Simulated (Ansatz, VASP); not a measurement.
One calculation of Ca, two programs

Contents of INCAR:

```
SYSTEM = Ca
PREC = Accurate
ENCUT = 520
EDIFF = 1E-7
ISMEAR = -1
SIGMA = 0.1
LREAL = .FALSE.
LASPH = .TRUE.
NELM = 100
ALGO = Normal
ISIF = 2
LWAVE = .FALSE.
LCHARG = .TRUE.
GGA = PS
LELF = .TRUE.
LVHAR = .TRUE.
NBANDS = 17
```

The input KPOINTS:

```
Automatic mesh
0
G
  8 8 8
  0 0 0
```

The input POSCAR:

```
Ca
1.0
    0.0000000000      4.0895907640      4.0895907640
    4.0895907640      0.0000000000      4.0895907640
    4.0895907640      4.0895907640      0.0000000000
Ca
2
Direct
    0.1250000000      0.1250000000      0.1250000000
    0.8750000000      0.8750000000      0.8750000000
```

Input for Ansatz:

```yaml
crystal:
  lattice:
    - [0.0, 4.089590764, 4.089590764]
    - [4.089590764, 0.0, 4.089590764]
    - [4.089590764, 4.089590764, 0.0]
  atoms:
    - { symbol: Ca, position: [0.125, 0.125, 0.125] }
    - { symbol: Ca, position: [0.875, 0.875, 0.875] }
hamiltonian:
  xc: pbesol
  pseudopotentials:
    kind: paw
    azcp:
      Ca: "pseudopotentials/Ca.paw.azcp"
basis:
  ecutwfc: 420
  fft_grid_basis: typed
kpoints:
  mp_grid: { grid: [8, 8, 8], shift: [0, 0, 0] }
magnetization:
  spin_polarized: false
scf:
  occupations: { method: fermi_dirac, width: 0.1 }
  lower_state_search: "off"
output:
  stress: true
```

Alike in both runs: task single point; functional PBEsol; k mesh 8 × 8 × 8; occupations fermi-dirac, width 0.1 eV; no spin polarisation.

|  | VASP | Ansatz |
| --- | --- | --- |
| version | VASP 6.6.1 | Ansatz 0.2.0 |
| potentials or method | VASP PAW PBE potentials, release 64 (Ca_sv), cutoff 520 eV | plane waves (420 eV) with PAW, scalar-relativistic |
| valence electrons in the cell | 20 | 20 |

|  | VASP | Ansatz | Ansatz less VASP |
| --- | --- | --- | --- |
| pressure (GPa) | 0.4 | 0.4 | +0.01 |

VASP's potentials were made for PBE, not for PBEsol, and Ansatz warns of the same on its side.
